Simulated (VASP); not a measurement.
Here is a VASP 6.6.1 calculation.

File INCAR:

```
SYSTEM = Cu
  PREC = Accurate
  ENCUT = 520
  EDIFF = 1E-6
  ISMEAR = 1
  SIGMA = 0.1
  LREAL = .FALSE.
  LASPH = .TRUE.
  NELM = 100
  ALGO = Normal
  ISIF = 2
  LWAVE = .FALSE.
  LCHARG = .TRUE.
  GGA = CA
  LELF = .TRUE.
  LVHAR = .TRUE.
  NBANDS = 18
```

Contents of KPOINTS:

```
Automatic mesh
0
G
  15 15 8
  0 0 0
```

File POSCAR:

```
Cu
1.0
    2.5340970000      0.0000000000      0.0000000000
   -1.2670485000      2.1945923777      0.0000000000
    0.0000000000      0.0000000000      4.1125710000
Cu
2
Direct
    0.3333330000      0.6666670000      0.2500000000
    0.6666670000      0.3333330000      0.7500000000
```

Potentials or basis: VASP PAW LDA potentials, release 64 (Cu).

Command:

```bash
$ cat potpaw_LDA.64/Cu/POTCAR > POTCAR
$ mpirun -np 1 vasp_std > vasp.out
```

(1) What does it give for the band gap on the k mesh?

(2) What does it give for the pressure?

Answers

(1) zero (bands 11 and 12 overlap by 6.12 eV).

(2) -7.3 GPa.

Caveat: the cell stands under tension.
